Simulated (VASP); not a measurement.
# InPd (Pm-3m) in VASP: notebook

InPd is run at these levels: PBEsol; tasks: single point.

Everything below comes from runs of VASP 6.6.1. Logs are shortened: lines on timing, memory, paths and dates and some standing lists are left out, and cuts for length are marked.

**1. The cell of the first run**

It takes space group Pm-3m (No. 221, cubic). Conventional cell: a = 3.249 Å, b = 3.249 Å, c = 3.249 Å, α = 90.00°, β = 90.00°, γ = 90.00°. Within 3.7 Å of In (site symmetry m-3m) lie 8 Pd at 2.81 Å and 6 In at 3.25 Å. Pd (site symmetry m-3m) has 8 In at 2.81 Å and 6 Pd at 3.25 Å within 3.7 Å.

**2. Single point, PBEsol**

Contents of INCAR:

```
  PREC = Accurate
  ENCUT = 520
  EDIFF = 1E-7
  ISMEAR = -1
  SIGMA = 0.1
  LREAL = F
  LASPH = T
  NELM = 100
  ALGO = Normal
  ISIF = 2
  LWAVE = F
  LCHARG = T
  GGA = PS
  LELF = T
  LVHAR = T
  NBANDS = 18
```

Contents of KPOINTS:

```
regular mesh
0
Gamma
  10 10 10
```

Contents of POSCAR:

```
InPd
1.0
    3.2487108772      0.0000000000      0.0000000000
    0.0000000000      3.2487108772      0.0000000000
    0.0000000000      0.0000000000      3.2487108772
In Pd
1 1
Direct
    0.0000000000      0.0000000000      0.0000000000
    0.5000000000      0.5000000000      0.5000000000
```

Potentials or basis: VASP PAW PBE potentials, release 64 (In_d, Pd).

The run is started by

```
cat potpaw_PBE.64/In_d/POTCAR potpaw_PBE.64/Pd/POTCAR > POTCAR
mpirun -np 1 vasp_std > vasp.out
```

OUTCAR:

```text
PREC = Accurate
   ENCUT = 520
   EDIFF = 1E-7
   ISMEAR = -1
   LREAL = F
   LASPH = T
   NELM = 100
   ISIF = 2
   GGA = PS

 ion  position               nearest neighbor table
   1  0.000  0.000  0.000-   2 2.81   2 2.81   2 2.81   2 2.81   2 2.81   2 2.81   2 2.81   2 2.81

   2  0.500  0.500  0.500-   1 2.81   1 2.81   1 2.81   1 2.81   1 2.81   1 2.81   1 2.81   1 2.81

  LATTYP: Found a simple cubic cell.
 ALAT       =     3.2487108772

  Lattice vectors:

 A1 = (   3.2487108772,   0.0000000000,   0.0000000000)
 A2 = (   0.0000000000,   3.2487108772,   0.0000000000)
 A3 = (   0.0000000000,   0.0000000000,   3.2487108772)

Analysis of symmetry for initial positions (statically):
=====================================================================
 Subroutine PRICEL returns:
 Original cell was already a primitive cell.

 Routine SETGRP: Setting up the symmetry group for a
 simple cubic supercell.

 Subroutine GETGRP returns: Found 48 space group operations
 (whereof 48 operations were pure point group operations)
 out of a pool of 48 trial point group operations.

The static configuration has the point symmetry O_h .

Analysis of symmetry for dynamics (positions and initial velocities):
=====================================================================
 Subroutine PRICEL returns:
 Original cell was already a primitive cell.

 Routine SETGRP: Setting up the symmetry group for a
 simple cubic supercell.

 Subroutine GETGRP returns: Found 48 space group operations
 (whereof 48 operations were pure point group operations)
 out of a pool of 48 trial point group operations.

The dynamic configuration has the point symmetry O_h .

 Subroutine INISYM returns: Found 48 space group operations
 (whereof 48 operations are pure point group operations),
 and found     1 'primitive' translations

----------------------------------------------------------------------------------------

                                     Primitive cell

  volume of cell :      34.2873

  direct lattice vectors                    reciprocal lattice vectors
     3.248710877  0.000000000  0.000000000     0.307814403  0.000000000  0.000000000
     0.000000000  3.248710877  0.000000000     0.000000000  0.307814403  0.000000000
     0.000000000  0.000000000  3.248710877     0.000000000  0.000000000  0.307814403

  length of vectors
     3.248710877  3.248710877  3.248710877     0.307814403  0.307814403  0.307814403

  position of ions in fractional coordinates (direct lattice)
     0.000000000  0.000000000  0.000000000
     0.500000000  0.500000000  0.500000000

  ion indices of the primitive-cell ions
   primitive index   ion index
                 1           1
                 2           2

----------------------------------------------------------------------------------------

 KPOINTS: regular mesh

Automatic generation of k-mesh.
 Grid dimensions read from file:
 generate k-points for:   10   10   10

 Generating k-lattice:

  Cartesian coordinates                     Fractional coordinates (reciprocal lattice)
     0.030781440  0.000000000  0.000000000     0.100000000  0.000000000  0.000000000
     0.000000000  0.030781440  0.000000000     0.000000000  0.100000000  0.000000000
     0.000000000  0.000000000  0.030781440     0.000000000  0.000000000  0.100000000

  Length of vectors
     0.030781440  0.030781440  0.030781440

  Shift w.r.t. Gamma in fractional coordinates (k-lattice)
     0.000000000  0.000000000  0.000000000

 Subroutine IBZKPT returns following result:
 ===========================================

 Found     56 irreducible k-points:

 Following reciprocal coordinates:
            Coordinates               Weight
  0.000000  0.000000  0.000000      1.000000
  0.100000  0.000000  0.000000      6.000000
  0.200000  0.000000  0.000000      6.000000
  0.300000  0.000000  0.000000      6.000000
  0.400000  0.000000  0.000000      6.000000
  0.500000  0.000000  0.000000      3.000000
[... 16 lines left out ...]
  0.200000  0.100000  0.100000     24.000000
  0.300000  0.100000  0.100000     24.000000
 [... further k-points ...]
   k-points           NKPTS =     56   k-points in BZ     NKDIM =     56   number of bands    NBANDS=     18
   number of dos      NEDOS =    301   number of ions     NIONS =      2
   total plane-waves  NPLWV =  13824
   dimension x,y,z NGX =    24 NGY =   24 NGZ =   24
   dimension x,y,z NGXF=    48 NGYF=   48 NGZF=   48
   ions per type =               1   1
   NGX,Y,Z   is equivalent  to a cutoff of  12.28, 12.28, 12.28 a.u.
   NGXF,Y,Z  is equivalent  to a cutoff of  24.56, 24.56, 24.56 a.u.
 SYSTEM =  unknown system
   PREC   = accura    normal or accurate (medium, high low for compatibility)
   ISTART =      0    job   : 0-new  1-cont  2-samecut
   ICHARG =      2    charge: 1-file 2-atom 10-const
   ISPIN  =      1    spin polarized calculation?
   LNONCOLLINEAR =      F non collinear calculations
   LSORBIT =      F    spin-orbit coupling
   LASPH  =      T    aspherical Exc in radial PAW
   ENCUT  =  520.0 eV  38.22 Ry    6.18 a.u.   6.04  6.04  6.04*2*pi/ulx,y,z
   NELM   =    100;   NELMIN=  2; NELMDL= -5     # of ELM steps
   EDIFF  = 0.1E-06   stopping-criterion for ELM
   LREAL  =      F    real-space projection
   EDIFFG = 0.1E-05   stopping-criterion for IOM
   NSW    =      0    number of steps for IOM
   IBRION =     -1    ionic relax: 0-MD 1-quasi-New 2-CG
   NFREE  =      0    steps in history (QN), initial steepest desc. (CG)
   ISIF   =      2    stress and relaxation
   ISYM   =      2    0-nonsym 1-usesym 2-fastsym
   POTIM  = 0.5000    time-step for ionic-motion
   TEBEG  =    0.0;   TEEND  =   0.0 temperature during run
   PSTRESS=    0.0 pullay stress
   NELECT =      23.0000    total number of electrons
   NUPDOWN=      -1.0000    fix difference up-down
   EMIN   =  10.00;   EMAX   =-10.00  energy-range for DOS
   EFERMI =   0.00;   METHOD = LEGACY
   ISMEAR =    -1;   SIGMA  =   0.10  broadening in eV -4-tet -1-fermi 0-gaus
   EFERMI_NEDOS =   21; number of points for ismear=-14 and -15
   IALGO  =     38    algorithm
   IMIX   =      4    mixing-type and parameters
     AMIX     =   0.40;   BMIX     =  1.00
     AMIX_MAG =   1.60;   BMIX_MAG =  1.00
  volume/ion in A,a.u.               =      17.14       115.69
  Fermi-wavevector in a.u.,A,eV,Ry     =   1.433089  2.708145 27.942870  2.053743
  Thomas-Fermi vector in A             =   2.552645
   LORBIT       =      0    0 simple, 1 ext, 2 COOP (PROOUT), +10 PAW based schemes
   GGA     = PS    functional components
   LHFCALC =     F    Hartree Fock is set to
   AEXX    =    0.0000 exact exchange contribution
   IVDW    =     0    specifies the selected vdW correction
   LEPSILON=     F    determine dielectric tensor
   LRPA    =     F    only Hartree local field effects (RPA)
 non-spin polarized calculation
  energy-cutoff  :      520.00
  volume of cell :       34.29
 maximum number of plane-waves:       942
   NGX = 13   NGY = 13   NGZ = 13

 number of electron      22.9999988 magnetization

 Free energy of the ion-electron system (eV)
  ---------------------------------------------------
  ext. energy  EPLUGINS =         0.00000000
  ---------------------------------------------------
  free energy    TOTEN  =       -10.01286489 eV

  energy without entropy =       -9.98903172  energy(sigma->0) =      -10.00094830

 E-fermi :  10.7457     XC(G=0): -12.5246

 val. band max:       10.6257610973   @ k =   0.4000   0.4000   0.4000
 cond. band min:      10.7674082266   @ k =   0.5000   0.4000   0.3000
 fundamental gap:      0.1416471292
 Fermi energy:        10.7456756863

 k-point     1 :       0.0000    0.0000    0.0000
  band No.  band energies     occupation
      1      -4.2650      2.00000
      2      -4.2650      2.00000
      3      -3.8245      2.00000
      4      -3.8245      2.00000
      5      -3.8245      2.00000
      6       0.3623      2.00000
[... 10 lines left out ...]
     17      21.3882      0.00000
     18      26.6953      0.00000

 k-point     2 :       0.1000    0.0000    0.0000
  band No.  band energies     occupation
      1      -4.2588      2.00000
      2      -4.2289      2.00000
      3      -3.8355      2.00000
      4      -3.8355      2.00000
      5      -3.8211      2.00000
      6       0.5242      2.00000
[... 10 lines left out ...]
     17      22.3377      0.00000
     18      26.3507      0.00000

 k-point     3 :       0.2000    0.0000    0.0000
  band No.  band energies     occupation
      1      -4.2425      2.00000
      2      -4.1348      2.00000
      3      -3.8641      2.00000
      4      -3.8641      2.00000
      5      -3.8122      2.00000
      6       1.0080      2.00000
[... 10 lines left out ...]
     17      24.9522      0.00000
     18      25.6879      0.00000

 k-point     4 :       0.3000    0.0000    0.0000
  band No.  band energies     occupation
      1      -4.2223      2.00000
      2      -4.0192      2.00000
      3      -3.8991      2.00000
      4      -3.8991      2.00000
      5      -3.8011      2.00000
      6       1.8040      2.00000
[... 10 lines left out ...]
     17      24.9027      0.00000
     18      24.9031      0.00000

 k-point     5 :       0.4000    0.0000    0.0000
  band No.  band energies     occupation
      1      -4.2058      2.00000
      2      -3.9272      2.00000
      3      -3.9272      2.00000
      4      -3.9265      2.00000
      5      -3.7920      2.00000
      6       2.8790      2.00000
[... 10 lines left out ...]
     17      22.9730      0.00000
     18      22.9730      0.00000

 k-point     6 :       0.5000    0.0000    0.0000
  band No.  band energies     occupation
      1      -4.1995      2.00000
      2      -3.9379      2.00000
      3      -3.9379      2.00000
      4      -3.8912      2.00000
      5      -3.7886      2.00000
      6       3.9494      2.00000
[... 10 lines left out ...]
     17      21.4692      0.00000
     18      21.6919      0.00000

 k-point     7 :       0.1000    0.1000    0.0000
  band No.  band energies     occupation
      1      -4.2384      2.00000
      2      -4.2072      2.00000
      3      -3.8483      2.00000
      4      -3.8389      2.00000
      5      -3.8267      2.00000
      6       0.6851      2.00000
[... 10 lines left out ...]
     17      22.3377      0.00000
     18      25.8210      0.00000

 k-point     8 :       0.2000    0.1000    0.0000
  band No.  band energies     occupation
      1      -4.2178      2.00000
      2      -4.1180      2.00000
      3      -3.8815      2.00000
      4      -3.8656      2.00000
      5      -3.8233      2.00000
      6       1.1648      2.00000
[... 10 lines left out ...]
     17      24.4379      0.00000
     18      25.0760      0.00000
[... 229 lines left out ...]
     17      22.4195      0.00000
     18      24.0317      0.00000

 k-point    20 :       0.5000    0.4000    0.0000
  band No.  band energies     occupation
      1      -4.1894      2.00000
      2      -4.0688      2.00000
      3      -3.9737      2.00000
      4      -3.9600      2.00000
      5      -3.6375      2.00000
      6       4.2980      2.00000
[... 10 lines left out ...]
     17      22.1913      0.00000
     18      24.1074      0.00000

 k-point    21 :       0.5000    0.5000    0.0000
  band No.  band energies     occupation
      1      -4.2141      2.00000
      2      -4.0629      2.00000
      3      -3.9775      2.00000
      4      -3.9775      2.00000
      5      -3.6027      2.00000
      6       4.3558      2.00000
[... 10 lines left out ...]
     17      22.0033      0.00000
     18      24.6313      0.00000

 k-point    22 :       0.1000    0.1000    0.1000
  band No.  band energies     occupation
      1      -4.2019      2.00000
      2      -4.2019      2.00000
      3      -3.8503      2.00000
      4      -3.8503      2.00000
      5      -3.8376      2.00000
      6       0.8444      2.00000
[... 10 lines left out ...]
     17      22.3737      0.00000
     18      25.7711      0.00000

 k-point    23 :       0.2000    0.1000    0.1000
  band No.  band energies     occupation
      1      -4.1878      2.00000
      2      -4.1065      2.00000
      3      -3.8831      2.00000
      4      -3.8801      2.00000
      5      -3.8380      2.00000
      6       1.3183      2.00000
[... 10 lines left out ...]
     17      24.5354      0.00000
     18      24.5894      0.00000

 k-point    24 :       0.3000    0.1000    0.1000
  band No.  band energies     occupation
      1      -4.1702      2.00000
      2      -3.9893      2.00000
      3      -3.9289      2.00000
      4      -3.9166      2.00000
      5      -3.8321      2.00000
      6       2.0906      2.00000
[... 10 lines left out ...]
     17      22.9444      0.00000
     18      23.6860      0.00000

 [... further k-points ...]
[... 5 lines left out ...]
  --------------------------------------------------------------------------------------
  -------------------------------------------------------------------------------------
  Total        0.0235836      0.0235836      0.0235836      0.0000000      0.0000000     -0.0000000
  in kB        1.1020146      1.1020146      1.1020146      0.0000000      0.0000000     -0.0000000
  external PRESSURE =       1.1020146 kB  Pullay stress =       0.0000000 kB

 VOLUME and BASIS-vectors are now :
 -----------------------------------------------------------------------------
  energy-cutoff  :      520.00
  volume of cell :       34.29
      direct lattice vectors                 reciprocal lattice vectors
     3.248710877  0.000000000  0.000000000     0.307814403  0.000000000  0.000000000
     0.000000000  3.248710877  0.000000000     0.000000000  0.307814403  0.000000000
     0.000000000  0.000000000  3.248710877     0.000000000  0.000000000  0.307814403

 POSITION                                       TOTAL-FORCE (eV/Angst)
 -----------------------------------------------------------------------------------
      0.00000      0.00000      0.00000         0.000000      0.000000      0.000000
      1.62436      1.62436      1.62436         0.000000      0.000000      0.000000
 -----------------------------------------------------------------------------------
    total drift:                                0.000000      0.000000     -0.000000

  FREE ENERGIE OF THE ION-ELECTRON SYSTEM (eV)
  ---------------------------------------------------
  free  energy   TOTEN  =       -10.0128648858 eV

  energy  without entropy=       -9.9890317178  energy(sigma->0) =      -10.00094830
```

Run time: 18 s. Hardware: 1 thread of AMD EPYC 7R13 (Zen 3), shared host; peak memory 0.13 GiB.

Results:

```yaml
Free_energy: -10.0129 eV
Pressure: 0.1 GPa
Band_gap_on_the_k_mesh: zero (an odd number of electrons rules out a gap without spin polarisation)
```

Caveat: the PAW data sets were made with another functional, which shifts forces and pressure a little; spin-orbit coupling is left out, which moves the levels of the heavy elements.

**3. Single point, PBEsol**

Contents of INCAR:

```
SYSTEM = InPd
PREC     = Accurate       ! precision mode
ENCUT    = 520            ! plane-wave cutoff, eV
EDIFF    = 1E-6           ! SCF threshold, eV
ISMEAR   = -1             ! smearing method
SIGMA    = 0.1            ! smearing width, eV
LREAL    = .FALSE.        ! projectors in reciprocal space
LASPH    = .TRUE.         ! aspherical terms in the spheres
NELM     = 100            ! most SCF steps
ALGO     = Normal         ! electronic algorithm
ISIF     = 2              ! what is computed and relaxed
LWAVE    = .FALSE.        ! write WAVECAR
LCHARG   = .FALSE.        ! write CHGCAR
GGA      = PS             ! functional
NBANDS   = 18             ! bands
```

Contents of KPOINTS:

```
Automatic mesh
0
G
  10 10 10
  0 0 0
```

POSCAR is that of step 2.

Potentials or basis: VASP PAW PBE potentials, release 64 (In_d, Pd).

The run is started by

```
cat potpaw_PBE.64/In_d/POTCAR potpaw_PBE.64/Pd/POTCAR > POTCAR
mpirun -np 1 vasp_std > vasp.out
```

It took 15 s on 1 thread of AMD EPYC 7R13 (Zen 3), shared host; peak memory 0.13 GiB.

It converged, with:

```
Free energy            : -10.0129 eV
Pressure               : 0.2 GPa
Band gap on the k mesh : zero (an odd number of electrons rules out a gap without spin polarisation)
```

Levels at points of the mesh, in eV from the Fermi level:
```tsv
k point	band 7	band 8	band 9	band 10	band 11	band 12	band 13	band 14	band 15	band 16
(0.00, 0.00, 0.00)	-4.02	-4.02	-2.42	-2.42	-2.42	4.11	4.11	4.11	9.55	10.64
(0.50, 0.00, 0.00)	-6.29	-4.01	-3.45	-3.45	-2.50	-1.23	9.62	9.62	9.87	10.72
(0.50, 0.50, 0.00)	-3.69	-2.84	-2.84	-2.54	-2.54	-1.82	1.46	2.41	9.48	11.26
(0.50, 0.50, 0.50)	-5.12	-5.12	-1.78	-1.78	-0.13	3.69	3.69	3.69	4.38	4.38
```

Caveat: the PAW data sets were made with another functional, which shifts forces and pressure a little; spin-orbit coupling is left out, which moves the levels of the heavy elements.

**4. Single point, PBEsol, non-collinear spin, zero start, spin-orbit coupling**

Contents of INCAR:

```
SYSTEM = InPd
PREC = Accurate
ENCUT = 520
EDIFF = 1E-6
ISMEAR = -1
SIGMA = 0.1
LREAL = .FALSE.
LASPH = .TRUE.
NELM = 150
ALGO = Normal
ISIF = 2
LWAVE = .FALSE.
LCHARG = .FALSE.
MAGMOM = 0 0 0 0 0 0
LORBIT = 11
LSORBIT = .TRUE.
GGA_COMPAT = .FALSE.
LORBMOM = .TRUE.
LMAXMIX = 4
GGA = PS
NBANDS = 35
```

Contents of KPOINTS:

```
regular mesh
0
G
  10 10 10
  0 0 0
```

POSCAR is that of step 3.

The run is started by

```
cat potpaw_PBE.64/In_d/POTCAR potpaw_PBE.64/Pd/POTCAR > POTCAR
mpirun -np 1 vasp_ncl > vasp.out
```

It took 72 s on 1 thread of AMD EPYC 7R13 (Zen 3), shared host; peak memory 0.23 GiB.

The run converged. Its results:

```
Free energy                                           : -10.0802 eV
Pressure                                              : 0.1 GPa
Net moment                                            : 0.00 μB per cell
Valence electrons inside the program's atomic spheres : In 11.48; Pd 9.51
```

Moments on the atoms (μB; x, y, z):
```
In  0.00 0.00 0.00
Pd  0.00 0.00 0.00
```

Caveat: the PAW data sets were made with another functional, which shifts forces and pressure a little.

The gap in the log of VASP goes by the Fermi energy; the results here count the filled bands.